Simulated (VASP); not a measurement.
Set up this calculation in VASP 6.6.1, as the native input.

```
Task                   : single point
Functional             : PBE
Potentials or basis    : VASP PAW PBE potentials, release 64 (Ni, Si)
Cutoff                 : 520 eV
k mesh                 : 9 × 9 × 9
Occupations            : fermi-dirac, width 0.05 eV
Spin                   : collinear spin, ferromagnetic start
Starting moments       : [1.0, 0.0, 0.0] μB
Dipole correction      : no
Further INCAR settings : ALGO = Normal; EDIFF = 1e-07; NBANDS = 20
```

The structure of Si2Ni lies in POSCAR:

```
Si2Ni
1.0
    0.0000000000      2.7560134590      2.7560134590
    2.7560134590      0.0000000000      2.7560134590
    2.7560134590      2.7560134590      0.0000000000
Ni Si
1 2
Direct
    0.0000000000      0.0000000000      0.0000000000
    0.7500000000      0.7500000000      0.7500000000
    0.2500000000      0.2500000000      0.2500000000
```

One way to write it, as run:

INCAR

```
SYSTEM = Si2Ni
ALGO     = Normal         ! electronic algorithm
EDIFF    = 1E-7           ! SCF threshold, eV
ENCUT    = 520            ! plane-wave cutoff, eV
GGA      = PE             ! functional
ISIF     = 2              ! what is computed and relaxed
ISMEAR   = -1             ! smearing method
ISPIN    = 2              ! spin polarisation
LASPH    = .TRUE.         ! aspherical terms in the spheres
LCHARG   = .FALSE.        ! write CHGCAR
LMAXMIX  = 4              ! l up to which the mixer works
LORBIT   = 11             ! projections on sites
LREAL    = .FALSE.        ! projectors in reciprocal space
LWAVE    = .FALSE.        ! write WAVECAR
MAGMOM   = 1 0 0          ! initial moments
NBANDS   = 20             ! bands
NELM     = 150            ! most SCF steps
PREC     = Accurate       ! precision mode
SIGMA    = 0.05           ! smearing width, eV
```

KPOINTS

```
k-points
0
G
  9 9 9
  0 0 0
```

Potentials or basis: VASP PAW PBE potentials, release 64 (Ni, Si).

Command:

```console
$ cat potpaw_PBE.64/Ni/POTCAR potpaw_PBE.64/Si/POTCAR > POTCAR
$ mpirun -np 1 vasp_std > vasp.out
```

It gave:

* Pressure: -4.6 GPa
* Band gap on the k mesh: zero (filled and empty bands overlap)
* Net moment: 0.00 μB per cell
* Valence electrons inside the program's atomic spheres: Ni 9.66; Si 1.56

Wall time 82 s on 1 thread of Intel(R) Xeon(R) Platinum 8488C (Sapphire Rapids), on a shared host, peak memory 0.21 GiB.
